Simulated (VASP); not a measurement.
# TaI (P6/mmm) in VASP: a series of runs, part 2 of 2

VASP 6.6.1. Earlier steps stand in the parts before.

### Step 3. Relaxation of cell and atoms, PBE

This run uses another cell than the first one, of 25.95 Å³/atom, 0.919 times its volume.

Input file INCAR:

```
  PREC = Accurate
  ENCUT = 600
  EDIFF = 1E-6
  ISMEAR = 0
  SIGMA = 0.1
  LREAL = F
  LASPH = T
  NELM = 80
  ALGO = Normal
  ISIF = 3
  LWAVE = F
  LCHARG = F
  GGA = PE
  IBRION = 2
  NSW = 100
  EDIFFG = -0.01
```

Input file KPOINTS:

```
regular mesh
0
Gamma
  6 6 8
```

Input file POSCAR:

```
TaI
1.0
    5.9492964046      0.0000000000      0.0000000000
   -2.9746482023      5.1522418211      0.0000000000
    0.0000000000      0.0000000000      5.0791955481
Ta I
3 3
Direct
    0.5000000000      0.0000000000      0.0000000000
    0.5000000000      0.5000000000      0.0000000000
    0.0000000000      0.5000000000      0.0000000000
    0.0000000000      0.0000000000      0.0000000000
    0.3333333333      0.6666666667      0.5000000000
    0.6666666667      0.3333333333      0.5000000000
```

Potentials or basis: VASP PAW PBE potentials, release 64 (Ta_pv, I).

Command:

```sh
$ cat potpaw_PBE.64/Ta_pv/POTCAR potpaw_PBE.64/I/POTCAR > POTCAR
$ mpirun -np 1 vasp_std > vasp.out
```

OUTCAR:

```text
PREC = Accurate
   ENCUT = 600
   EDIFF = 1E-6
   ISMEAR = 0
   LREAL = F
   LASPH = T
   NELM = 80
   ISIF = 3
   GGA = PE
   IBRION = 2
   NSW = 100
   EDIFFG = -0.01

 ion  position               nearest neighbor table
   1  0.500  0.000  0.000-   4 2.97   4 2.97   2 2.97   2 2.97   3 2.97   3 2.97   6 3.07   5 3.07
                             6 3.07   5 3.07
   2  0.500  0.500  0.000-   3 2.97   3 2.97   4 2.97   1 2.97   1 2.97   4 2.97   6 3.07   5 3.07
                             6 3.07   5 3.07
   3  0.000  0.500  0.000-   2 2.97   2 2.97   4 2.97   4 2.97   1 2.97   1 2.97   6 3.07   5 3.07
                             6 3.07   5 3.07
   4  0.000  0.000  0.000-   1 2.97   1 2.97   3 2.97   3 2.97   2 2.97   2 2.97
   5  0.333  0.667  0.500-   3 3.07   3 3.07   1 3.07   1 3.07   2 3.07   2 3.07   6 3.43   6 3.43
                             6 3.43
   6  0.667  0.333  0.500-   3 3.07   3 3.07   1 3.07   1 3.07   2 3.07   2 3.07   5 3.43   5 3.43
                             5 3.43

  LATTYP: Found a hexagonal cell.
 ALAT       =     5.9492964046
 C/A-ratio  =     0.8537472674

  Lattice vectors:

 A1 = (   5.9492964046,   0.0000000000,   0.0000000000)
 A2 = (  -2.9746482023,   5.1522418211,   0.0000000000)
 A3 = (   0.0000000000,   0.0000000000,   5.0791955481)

Analysis of symmetry for initial positions (statically):
=====================================================================
 Subroutine PRICEL returns:
 Original cell was already a primitive cell.

 Routine SETGRP: Setting up the symmetry group for a
 hexagonal supercell.

 Subroutine GETGRP returns: Found 24 space group operations
 (whereof 24 operations were pure point group operations)
 out of a pool of 24 trial point group operations.

The static configuration has the point symmetry D_6h.

Analysis of symmetry for dynamics (positions and initial velocities):
=====================================================================
 Subroutine PRICEL returns:
 Original cell was already a primitive cell.

 Routine SETGRP: Setting up the symmetry group for a
[... 143 lines left out ...]
   LEPSILON=     F    determine dielectric tensor
   LRPA    =     F    only Hartree local field effects (RPA)
 conjugate gradient relaxation of ions
 non-spin polarized calculation
 Gauss-broadening in eV      SIGMA  =   0.10
  energy-cutoff  :      600.00
  volume of cell :      155.69
 maximum number of plane-waves:      5228
 NGX is ok and might be reduce to    48
   NGX = 23   NGY = 23   NGZ = 21

--------------------------------------- Ionic step        1  -------------------------------------------

 number of electron      54.0000000 magnetization

 Free energy of the ion-electron system (eV)
  ---------------------------------------------------
  ext. energy  EPLUGINS =         0.00000000
  ---------------------------------------------------
  free energy    TOTEN  =       -35.02235548 eV

  energy without entropy =      -34.98781021  energy(sigma->0) =      -35.00508285

------------------------ aborting loop because EDIFF is reached ----------------------------------------

  FORCE on cell =-STRESS in cart. coord.  units (eV):
  Direction    XX          YY          ZZ          XY          YZ          ZX
  --------------------------------------------------------------------------------------
  -------------------------------------------------------------------------------------
  Total       -0.6594669     -0.6594669      0.2552039      0.0000000     -0.0000000      0.0000000
  in kB       -6.7865152     -6.7865152      2.6262800      0.0000000     -0.0000000      0.0000000
  external PRESSURE =      -3.6489168 kB  Pullay stress =       0.0000000 kB
[... 107 lines left out ...]
--------------------------------------- Ionic step        4  -------------------------------------------

 number of electron      54.0000003 magnetization

 Free energy of the ion-electron system (eV)
  ---------------------------------------------------
  ext. energy  EPLUGINS =         0.00000000
  ---------------------------------------------------
  free energy    TOTEN  =       -35.02506993 eV

  energy without entropy =      -34.99144119  energy(sigma->0) =      -35.00825556

 E-fermi :   7.0817     XC(G=0): -10.3612

 val. band max:        7.0771888181   @ k =   0.3333   0.1667   0.0000
 cond. band min:       7.0822925009   @ k =   0.5000   0.0000   0.0000
 fundamental gap:      0.0051036829
 Fermi energy:         7.0816789352

 k-point     1 :       0.0000    0.0000    0.0000
  band No.  band energies     occupation
      1     -28.1802      2.00000
      2     -28.1802      2.00000
      3     -28.1641      2.00000
      4     -28.1019      2.00000
      5     -28.0059      2.00000
      6     -28.0059      2.00000
[... 829 lines left out ...]
     31       8.1175      0.00000
     32       8.2710      0.00000

 [... further k-points ...]

------------------------ aborting loop because EDIFF is reached ----------------------------------------

  FORCE on cell =-STRESS in cart. coord.  units (eV):
  Direction    XX          YY          ZZ          XY          YZ          ZX
  --------------------------------------------------------------------------------------
  -------------------------------------------------------------------------------------
  Total        0.0090510      0.0090510      0.0126336      0.0000000     -0.0000000      0.0000000
  in kB        0.0934279      0.0934279      0.1304095      0.0000000     -0.0000000      0.0000000
  external PRESSURE =       0.1057551 kB  Pullay stress =       0.0000000 kB
[... 21 lines left out ...]
  FREE ENERGIE OF THE ION-ELECTRON SYSTEM (eV)
  ---------------------------------------------------
  free  energy   TOTEN  =       -35.0250699269 eV

  energy  without entropy=      -34.9914411914  energy(sigma->0) =      -35.00825556

 reached required accuracy - stopping structural energy minimisation
```

OSZICAR:

```text
N       E                     dE             d eps       ncg     rms          rms(c)
DAV:   1     0.468023555373E+03    0.46802E+03   -0.29195E+04  2248   0.172E+03
[... 31 lines left out ...]
       N       E                     dE             d eps       ncg     rms          rms(c)
DAV:   1    -0.350282473759E+02   -0.35524E-02   -0.11459E-01  2304   0.205E+00    0.484E-01
DAV:   2    -0.350256645523E+02    0.25828E-02   -0.63359E-03  2624   0.454E-01    0.159E-01
DAV:   3    -0.350251471677E+02    0.51738E-03   -0.13102E-03  2816   0.178E-01    0.129E-01
DAV:   4    -0.350250809843E+02    0.66183E-04   -0.20136E-04  2800   0.610E-02    0.554E-02
DAV:   5    -0.350250696140E+02    0.11370E-04   -0.57136E-05  2792   0.381E-02    0.372E-02
DAV:   6    -0.350250699269E+02   -0.31292E-06   -0.57985E-06  2576   0.115E-02
   4 F= -.35025070E+02 E0= -.35008256E+02  d E =-.375758E-03
```

CONTCAR:

```text
TaI
   1.00000000000000
     5.9292944588240566    0.0000000000000000    0.0000000000000000
    -2.9646472294120283    5.1349196279321774   -0.0000000000000000
    -0.0000000000000000   -0.0000000000000000    5.0979141595554482
  Ta              I
     3     3
Direct
     0.5000000000000000    0.0000000000000000    1.0000000000000000
     0.5000000000000000    0.5000000000000000    1.0000000000000000
     0.0000000000000000    0.5000000000000000    1.0000000000000000
     0.0000000000000000    0.0000000000000000    1.0000000000000000
     0.3333333332999970    0.6666666667000030    0.5000000000000000
     0.6666666667000030    0.3333333332999970    0.5000000000000000

  0.00000000E+00  0.00000000E+00  0.00000000E+00
  0.00000000E+00  0.00000000E+00  0.00000000E+00
  0.00000000E+00  0.00000000E+00  0.00000000E+00
  0.00000000E+00  0.00000000E+00  0.00000000E+00
  0.00000000E+00  0.00000000E+00  0.00000000E+00
  0.00000000E+00  0.00000000E+00  0.00000000E+00
```

It took 3.7 min on 1 thread of Intel Xeon 6975P-C (Granite Rapids), shared host; peak memory 0.42 GiB.

What came out:

```yaml
Free_energy: -35.0251 eV
Relaxed_volume: 25.87 Å³/atom
Relaxed_cell: a = 5.929 Å, b = 5.929 Å, c = 5.098 Å, α = 90.00°, β = 90.00°, γ = 120.00°
Space_group_after_relaxing_to_0.05_Å: P6/mmm (No. 191)
Energy_gained_by_relaxing: 0.5 meV/atom
Ionic_steps: 4
Pressure_after_relaxing: 0.0 GPa
Band_gap_on_the_k_mesh: zero (band 27 reaches 7.42 eV, above the bottom of band 28 at 6.71 eV)
```

The path:
```tsv
step	energy change (eV)	largest force (eV/Å)	pressure (GPa)	volume (Å³)
1	0.0000	0.0000	-0.36	155.69
2	-0.0014	0.0000	0.48	154.36
3	-0.0023	0.0000	0.14	154.86
4	-0.0027	0.0000	0.01	155.21
```

Final structure:
```cif
data_structure
_symmetry_space_group_name_H-M 'P 1'
_symmetry_Int_Tables_number 1
_cell_length_a 5.9293
_cell_length_b 5.9293
_cell_length_c 5.0979
_cell_angle_alpha 90.000
_cell_angle_beta 90.000
_cell_angle_gamma 120.000
_cell_volume 155.21
loop_
_atom_site_label
_atom_site_type_symbol
_atom_site_fract_x
_atom_site_fract_y
_atom_site_fract_z
_atom_site_occupancy
Ta1 Ta 0.50000 0.00000 0.00000 1
Ta2 Ta 0.50000 0.50000 0.00000 1
Ta3 Ta 0.00000 0.50000 0.00000 1
I1 I 0.00000 0.00000 0.00000 1
I2 I 0.33333 0.66667 0.50000 1
I3 I 0.66667 0.33333 0.50000 1
```

Caveat: spin-orbit coupling is left out, which moves the levels of the heavy elements.
